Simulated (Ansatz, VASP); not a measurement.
**GaC18: VASP beside Ansatz**

```
C Ga
1.0
     7.39800    0.00000    0.00000
    -3.69900    6.40686    0.00000
     0.00000    0.00000   13.00000
C Ga
18 1
Direct
  0.99557 0.99131 0.07600
  0.21731 0.10139 0.07624
  0.99458 0.32416 0.07621
  0.21649 0.43514 0.07652
  0.99561 0.65799 0.07601
  0.21733 0.76960 0.07617
  0.32897 0.99131 0.07600
  0.55116 0.10243 0.07601
  0.32828 0.32334 0.07650
  0.55187 0.43514 0.07652
  0.32829 0.65867 0.07649
  0.55183 0.77043 0.07646
  0.66277 0.99233 0.07618
  0.88449 0.10243 0.07601
  0.66281 0.32416 0.07621
  0.88451 0.43579 0.07599
  0.66360 0.65867 0.07649
  0.88549 0.76960 0.07617
  0.44014 0.54705 0.24322
```

Alike in both runs: functional PBE; k mesh 2 × 2 × 1; occupations fermi-dirac, width 0.02 eV; collinear spin.

Ansatz relaxed the structure, and its values are those at the end. VASP's run is a single point on that final structure, the one shown.

|  | VASP | Ansatz |
| --- | --- | --- |
| version | VASP 6.6.1 | Ansatz 0.2.0 |
| potentials or method | VASP PAW PBE potentials, release 64 (C, Ga_d), cutoff 520 eV | scalar-relativistic, plane waves, PAW |
| valence electrons in the cell | 85 | 85 |

VASP gave:

| Quantity | Value |
| --- | --- |
| rms of the force components (eV/Å) | 0.006 |
| net moment per atom (μB) | 0.00 |

**Question.** What did Ansatz give for the same quantities?

**Answer.** rms of the force components (eV/Å): 0.005; net moment per atom (μB): 0.00.

With one functional, cell and mesh, what is left measures potentials, basis and numerics. Ansatz's warnings: filled band counts differ across k points, seeded moment not kept, xc potential rough in thin density.

The k mesh is coarse, so the values compare programs but aren't converged.
